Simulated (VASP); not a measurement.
# HfC (P6_3/mmc) in VASP: a series of runs

Runs on HfC. Level: r2SCAN. Tasks: single point.

Everything below comes from runs of VASP 6.6.1. Logs are shortened: lines on timing, memory, paths and dates and some standing lists are left out, and cuts for length are marked.

### Step 1. The cell of the first run

The structure is hexagonal, space group P6_3/mmc (No. 194). Conventional cell: a = 3.365 Å, b = 3.365 Å, c = 5.237 Å, α = 90.00°, β = 90.00°, γ = 120.00°. Within 3.1 Å of Hf (site symmetry -6m2) lie 6 C at 2.34 Å. C (site symmetry -3m) has 6 Hf at 2.34 Å and 2 C at 2.62 Å within 3.1 Å.

### Step 2. Single point, r2SCAN

Input file POSCAR:

```
HfC
1.0
    3.3650048841      0.0000000000      0.0000000000
   -1.6825024420      2.9141797134      0.0000000000
    0.0000000000      0.0000000000      5.2371700637
Hf C
2 2
Direct
    0.3333333333      0.6666666667      0.2500000000
    0.6666666667      0.3333333333      0.7500000000
    0.0000000000      0.0000000000      0.5000000000
    0.0000000000      0.0000000000      0.0000000000
```

Input file INCAR.step1:

```
PREC     = Accurate       # precision mode
ENCUT    = 520            # plane-wave cutoff, eV
ISMEAR   = -1             # smearing method
SIGMA    = 0.05           # smearing width, eV
LREAL    = F              # projectors in reciprocal space
LASPH    = T              # aspherical terms in the spheres
NELM     = 100            # most SCF steps
NBANDS   = 22             # bands
GGA      = PE             # functional
ALGO     = Normal         # electronic algorithm
EDIFF    = 1E-4           # SCF threshold, eV
LWAVE    = T              # write WAVECAR
LCHARG   = F              # write CHGCAR
```

Input file INCAR.step2:

```
PREC     = Accurate       # precision mode
ENCUT    = 520            # plane-wave cutoff, eV
EDIFF    = 1E-7           # SCF threshold, eV
ISMEAR   = -1             # smearing method
SIGMA    = 0.05           # smearing width, eV
LREAL    = F              # projectors in reciprocal space
LASPH    = T              # aspherical terms in the spheres
NELM     = 100            # most SCF steps
ALGO     = Normal         # electronic algorithm
ISIF     = 2              # what is computed and relaxed
LWAVE    = F              # write WAVECAR
LCHARG   = F              # write CHGCAR
METAGGA  = R2SCAN         # meta-GGA
LMIXTAU  = T            
NBANDS   = 22             # bands
ISTART   = 1
```

Input file KPOINTS:

```
Automatic mesh
0
Gamma
  9 9 5
```

Potentials or basis: VASP PAW PBE potentials, release 64 (Hf_pv, C).

Launch:

```
> cat potpaw_PBE.64/Hf_pv/POTCAR potpaw_PBE.64/C/POTCAR > POTCAR
> cp INCAR.step1 INCAR
> mpirun -np 1 vasp_std > vasp.out
> cp INCAR.step2 INCAR
> mpirun -np 1 vasp_std > vasp.out
```

OUTCAR:

```text
PREC = Accurate
   ENCUT = 520
   EDIFF = 1E-7
   ISMEAR = -1
   LREAL = F
   LASPH = T
   NELM = 100
   ISIF = 2
   METAGGA = R2SCAN
   ISTART = 1

 ion  position               nearest neighbor table
   1  0.333  0.667  0.250-   3 2.34   4 2.34   3 2.34   4 2.34   3 2.34   4 2.34   2 3.26   2 3.26
                             2 3.26   2 3.26   2 3.26   2 3.26
   2  0.667  0.333  0.750-   3 2.34   4 2.34   3 2.34   4 2.34   3 2.34   4 2.34   1 3.26   1 3.26
                             1 3.26   1 3.26   1 3.26   1 3.26
   3  0.000  0.000  0.500-   1 2.34   2 2.34   1 2.34   2 2.34   2 2.34   1 2.34
   4  0.000  0.000  0.000-   1 2.34   2 2.34   1 2.34   2 2.34   2 2.34   1 2.34

  LATTYP: Found a hexagonal cell.
 ALAT       =     3.3650048841
 C/A-ratio  =     1.5563632874

  Lattice vectors:

 A1 = (   3.3650048841,   0.0000000000,   0.0000000000)
 A2 = (  -1.6825024420,   2.9141797134,   0.0000000000)
 A3 = (   0.0000000000,   0.0000000000,   5.2371700637)

Analysis of symmetry for initial positions (statically):
=====================================================================
 Subroutine PRICEL returns:
 Original cell was already a primitive cell.

 Routine SETGRP: Setting up the symmetry group for a
 hexagonal supercell.

 Subroutine GETGRP returns: Found 24 space group operations
 (whereof 12 operations were pure point group operations)
 out of a pool of 24 trial point group operations.

The static configuration has the point symmetry D_3d.
 The point group associated with its full space group is D_6h.

Analysis of symmetry for dynamics (positions and initial velocities):
=====================================================================
 Subroutine PRICEL returns:
 Original cell was already a primitive cell.

 Routine SETGRP: Setting up the symmetry group for a
 hexagonal supercell.

 Subroutine GETGRP returns: Found 24 space group operations
 (whereof 12 operations were pure point group operations)
 out of a pool of 24 trial point group operations.

The dynamic configuration has the point symmetry D_3d.
 The point group associated with its full space group is D_6h.

 Subroutine INISYM returns: Found 24 space group operations
 (whereof 12 operations are pure point group operations),
 and found     1 'primitive' translations

----------------------------------------------------------------------------------------

                                     Primitive cell

  volume of cell :      51.3569

  direct lattice vectors                    reciprocal lattice vectors
     3.365004884  0.000000000  0.000000000     0.297176389  0.171574868  0.000000000
    -1.682502442  2.914179713  0.000000000     0.000000000  0.343149736  0.000000000
     0.000000000  0.000000000  5.237170064     0.000000000  0.000000000  0.190942816

  length of vectors
     3.365004884  3.365004884  5.237170064     0.343149736  0.343149736  0.190942816

  position of ions in fractional coordinates (direct lattice)
     0.333333333  0.666666667  0.250000000
     0.666666667  0.333333333  0.750000000
     0.000000000  0.000000000  0.500000000
     0.000000000  0.000000000  0.000000000

  ion indices of the primitive-cell ions
   primitive index   ion index
                 1           1
                 2           2
                 3           3
                 4           4

----------------------------------------------------------------------------------------

 KPOINTS: Automatic mesh

Automatic generation of k-mesh.
 Grid dimensions read from file:
 generate k-points for:    9    9    5

 Generating k-lattice:

  Cartesian coordinates                     Fractional coordinates (reciprocal lattice)
     0.033019599  0.019063874  0.000000000     0.111111111  0.000000000  0.000000000
     0.000000000  0.038127748  0.000000000     0.000000000  0.111111111  0.000000000
     0.000000000  0.000000000  0.038188563     0.000000000  0.000000000  0.200000000

  Length of vectors
     0.038127748  0.038127748  0.038188563

  Shift w.r.t. Gamma in fractional coordinates (k-lattice)
     0.000000000  0.000000000  0.000000000

 Subroutine IBZKPT returns following result:
 ===========================================

 Found     36 irreducible k-points:

 Following reciprocal coordinates:
            Coordinates               Weight
  0.000000  0.000000  0.000000      1.000000
  0.111111 -0.000000  0.000000      6.000000
  0.222222 -0.000000  0.000000      6.000000
  0.333333  0.000000  0.000000      6.000000
  0.444444 -0.000000  0.000000      6.000000
  0.111111  0.111111  0.000000      6.000000
[... 16 lines left out ...]
  0.333333  0.222222  0.200000     24.000000
  0.333333  0.333333  0.200000      4.000000
 [... further k-points ...]
   k-points           NKPTS =     36   k-points in BZ     NKDIM =     36   number of bands    NBANDS=     22
   number of dos      NEDOS =    301   number of ions     NIONS =      4
   total plane-waves  NPLWV =  31360
   dimension x,y,z NGX =    28 NGY =   28 NGZ =   40
   dimension x,y,z NGXF=    56 NGYF=   56 NGZF=   80
   ions per type =               2   2
   NGX,Y,Z   is equivalent  to a cutoff of  13.83, 13.83, 12.70 a.u.
   NGXF,Y,Z  is equivalent  to a cutoff of  27.67, 27.67, 25.39 a.u.
 SYSTEM =  unknown system
   PREC   = accura    normal or accurate (medium, high low for compatibility)
   ISTART =      1    job   : 0-new  1-cont  2-samecut
   ICHARG =      0    charge: 1-file 2-atom 10-const
   ISPIN  =      1    spin polarized calculation?
   LNONCOLLINEAR =      F non collinear calculations
   LSORBIT =      F    spin-orbit coupling
   LASPH  =      T    aspherical Exc in radial PAW
   ENCUT  =  520.0 eV  38.22 Ry    6.18 a.u.   6.26  6.26  9.74*2*pi/ulx,y,z
   NELM   =    100;   NELMIN=  2; NELMDL=  0     # of ELM steps
   EDIFF  = 0.1E-06   stopping-criterion for ELM
   LREAL  =      F    real-space projection
   EDIFFG = 0.1E-05   stopping-criterion for IOM
   NSW    =      0    number of steps for IOM
   IBRION =     -1    ionic relax: 0-MD 1-quasi-New 2-CG
   NFREE  =      0    steps in history (QN), initial steepest desc. (CG)
   ISIF   =      2    stress and relaxation
   ISYM   =      2    0-nonsym 1-usesym 2-fastsym
   POTIM  = 0.5000    time-step for ionic-motion
   TEBEG  =    0.0;   TEEND  =   0.0 temperature during run
   PSTRESS=    0.0 pullay stress
   NELECT =      28.0000    total number of electrons
   NUPDOWN=      -1.0000    fix difference up-down
   EMIN   =  10.00;   EMAX   =-10.00  energy-range for DOS
   EFERMI =   0.00;   METHOD = LEGACY
   ISMEAR =    -1;   SIGMA  =   0.05  broadening in eV -4-tet -1-fermi 0-gaus
   EFERMI_NEDOS =   21; number of points for ismear=-14 and -15
   IALGO  =     38    algorithm
   IMIX   =      4    mixing-type and parameters
     AMIX     =   0.40;   BMIX     =  1.00
     AMIX_MAG =   1.60;   BMIX_MAG =  1.00
  volume/ion in A,a.u.               =      12.84        86.64
  Fermi-wavevector in a.u.,A,eV,Ry     =   1.337400  2.527319 24.335903  1.788638
  Thomas-Fermi vector in A             =   2.465952
   LORBIT       =      0    0 simple, 1 ext, 2 COOP (PROOUT), +10 PAW based schemes
   METAGGA = R2SCAN    functional components
   LHFCALC =     F    Hartree Fock is set to
   AEXX    =    0.0000 exact exchange contribution
   IVDW    =     0    specifies the selected vdW correction
   LEPSILON=     F    determine dielectric tensor
   LRPA    =     F    only Hartree local field effects (RPA)
 non-spin polarized calculation
  energy-cutoff  :      520.00
  volume of cell :       51.36
 maximum number of plane-waves:      1411
 NGX is ok and might be reduce to    28
   NGX = 13   NGY = 13   NGZ = 19

 number of electron      27.9999999 magnetization

 Free energy of the ion-electron system (eV)
  ---------------------------------------------------
  ext. energy  EPLUGINS =         0.00000000
  ---------------------------------------------------
  free energy    TOTEN  =      -113.67595882 eV

  energy without entropy =     -113.67226449  energy(sigma->0) =     -113.67411165

 E-fermi :   6.2750     XC(G=0): -13.0273

 val. band max:        6.2317213687   @ k =   0.0000   0.0000   0.2000
 cond. band min:       6.4143158530   @ k =   0.1111   0.1111   0.2000
 fundamental gap:      0.1825944843
 Fermi energy:         6.2750479108

 k-point     1 :       0.0000    0.0000    0.0000
  band No.  band energies     occupation
      1     -25.6485      2.00000
      2     -25.1084      2.00000
      3     -25.1084      2.00000
      4     -25.0266      2.00000
      5     -25.0266      2.00000
      6     -24.9518      2.00000
[... 14 lines left out ...]
     21      10.4454      0.00000
     22      14.6158      0.00000

 k-point     2 :       0.1111   -0.0000    0.0000
  band No.  band energies     occupation
      1     -25.6211      2.00000
      2     -25.1622      2.00000
      3     -25.1291      2.00000
      4     -25.0764      2.00000
      5     -25.0286      2.00000
      6     -24.9619      2.00000
[... 14 lines left out ...]
     21      11.1548      0.00000
     22      14.0312      0.00000

 k-point     3 :       0.2222   -0.0000    0.0000
  band No.  band energies     occupation
      1     -25.5458      2.00000
      2     -25.3005      2.00000
      3     -25.1953      2.00000
      4     -25.1756      2.00000
      5     -25.0389      2.00000
      6     -24.9931      2.00000
[... 14 lines left out ...]
     21      12.8265      0.00000
     22      12.8775      0.00000
[... 476 lines left out ...]
 k-point    23 :       0.3333    0.2222    0.2000
  band No.  band energies     occupation
      1     -25.5285      2.00000
      2     -25.4386      2.00000
      3     -25.3499      2.00000
      4     -25.2305      2.00000
      5     -25.1852      2.00000
      6     -25.0917      2.00000
[... 14 lines left out ...]
     21      13.3575      0.00000
     22      13.8363      0.00000

 k-point    24 :       0.3333    0.3333    0.2000
  band No.  band energies     occupation
      1     -25.5002      2.00000
      2     -25.4081      2.00000
      3     -25.4081      2.00000
      4     -25.2812      2.00000
      5     -25.1396      2.00000
      6     -25.1396      2.00000
[... 14 lines left out ...]
     21      14.2782      0.00000
     22      14.2782      0.00000

 [... further k-points ...]
[... 5 lines left out ...]
  --------------------------------------------------------------------------------------
  -------------------------------------------------------------------------------------
  Total       -3.3123320     -3.3123320     -1.3347050     -0.0000000      0.0000000      0.0000000
  in kB     -103.3345950   -103.3345950    -41.6387016     -0.0000000      0.0000000      0.0000000
  external PRESSURE =     -82.7692972 kB  Pullay stress =       0.0000000 kB

 VOLUME and BASIS-vectors are now :
 -----------------------------------------------------------------------------
  energy-cutoff  :      520.00
  volume of cell :       51.36
      direct lattice vectors                 reciprocal lattice vectors
     3.365004884  0.000000000  0.000000000     0.297176389  0.171574868  0.000000000
    -1.682502442  2.914179713  0.000000000     0.000000000  0.343149736  0.000000000
     0.000000000  0.000000000  5.237170064     0.000000000  0.000000000  0.190942816

 POSITION                                       TOTAL-FORCE (eV/Angst)
 -----------------------------------------------------------------------------------
     -0.00000      1.94279      1.30929        -0.000000      0.000000      0.000000
      1.68250      0.97139      3.92788         0.000000      0.000000      0.000000
      0.00000      0.00000      2.61859        -0.000000      0.000000      0.000000
      0.00000      0.00000      0.00000        -0.000000      0.000000      0.000000
 -----------------------------------------------------------------------------------
    total drift:                               -0.000000      0.000000     -0.000000

  FREE ENERGIE OF THE ION-ELECTRON SYSTEM (eV)
  ---------------------------------------------------
  free  energy   TOTEN  =      -113.6759588208 eV

  energy  without entropy=     -113.6722644871  energy(sigma->0) =     -113.67411165
```

It took 3.2 min on 1 thread of Intel Xeon Platinum 8375C at 2.90GHz (Ice Lake), shared host; peak memory 0.19 GiB.

What came out:

| Property | Result |
| --- | --- |
| Free energy | -113.6760 eV |
| Pressure | -8.3 GPa |
| Band gap on the k mesh | zero (band 14 reaches 7.50 eV, above the bottom of band 15 at 6.20 eV) |

Caveat: the PAW data sets were made with another functional, which shifts forces and pressure a little; spin-orbit coupling is left out, which moves the levels of the heavy elements.

(Part 1 of 2 ends here.)
